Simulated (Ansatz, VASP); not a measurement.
**One calculation of LiF, two programs**

INCAR

```
SYSTEM = LiF
PREC = Accurate
ENCUT = 520
EDIFF = 1E-7
ISMEAR = 0
SIGMA = 0.05
LREAL = .FALSE.
LASPH = .TRUE.
NELM = 100
ALGO = Normal
ISIF = 2
LWAVE = .FALSE.
LCHARG = .FALSE.
GGA = PE
NBANDS = 18
```

File KPOINTS:

```
regular mesh
0
G
  9 9 6
  0 0 0
```

Contents of POSCAR:

```
LiF
1.0
    3.0619407579      0.0000000000      0.0000000000
   -1.5309703789      2.6517184812      0.0000000000
    0.0000000000      0.0000000000      5.1088481545
Li F
2 2
Direct
    0.3333333333      0.6666666667      0.3300704633
    0.6666666667      0.3333333333      0.8300704633
    0.3333333333      0.6666666667      0.9939266766
    0.6666666667      0.3333333333      0.4939266766
```

Input for Ansatz:

```yaml
crystal:
  lattice:
    - [3.0619407579, 0.0, 0.0]
    - [-1.5309703789, 2.6517184812, 0.0]
    - [0.0, 0.0, 5.1088481545]
  atoms:
    - { symbol: Li, position: [0.3333333333, 0.6666666667, 0.3300704633] }
    - { symbol: Li, position: [0.6666666667, 0.3333333333, 0.8300704633] }
    - { symbol: F, position: [0.3333333333, 0.6666666667, 0.9939266766] }
    - { symbol: F, position: [0.6666666667, 0.3333333333, 0.4939266766] }
basis:
  ecutwfc: 520.0
kpoints:
  mp_grid: { grid: [9, 9, 6] }
hamiltonian:
  xc: pbe
scf:
  occupations: { method: gaussian, width: 0.05 }
output:
  forces: true
  stress: true
  eigenvalues: true
```

Alike in both runs: task single point; functional PBE; k mesh 9 × 9 × 6; occupations gaussian, width 0.05 eV; no spin polarisation.

|  | VASP | Ansatz |
| --- | --- | --- |
| version | VASP 6.6.1 | Ansatz 0.2.0 |
| potentials or method | VASP PAW PBE potentials, release 64 (Li_sv, F), cutoff 520 eV | scalar-relativistic, plane waves, PAW |
| valence electrons in the cell | 20 | 20 |

Ansatz gave:

| Property | Result |
| --- | --- |
| gap on the k mesh at the Fermi level (eV) | 7.52 |
| least direct gap on the mesh (eV) | 7.52 |
| rms of the force components (eV/Å) | 0.540 |

Problem. Estimate VASP's values.

Solution. gap on the k mesh at the Fermi level (eV): 7.51; least direct gap on the mesh (eV): 7.51; rms of the force components (eV/Å): 0.564.

Atom by atom the forces differ by 0.023 eV/Å (rms over components).

Noted on VASP's run: the cutoff is short for stress, so the pressure is rough.
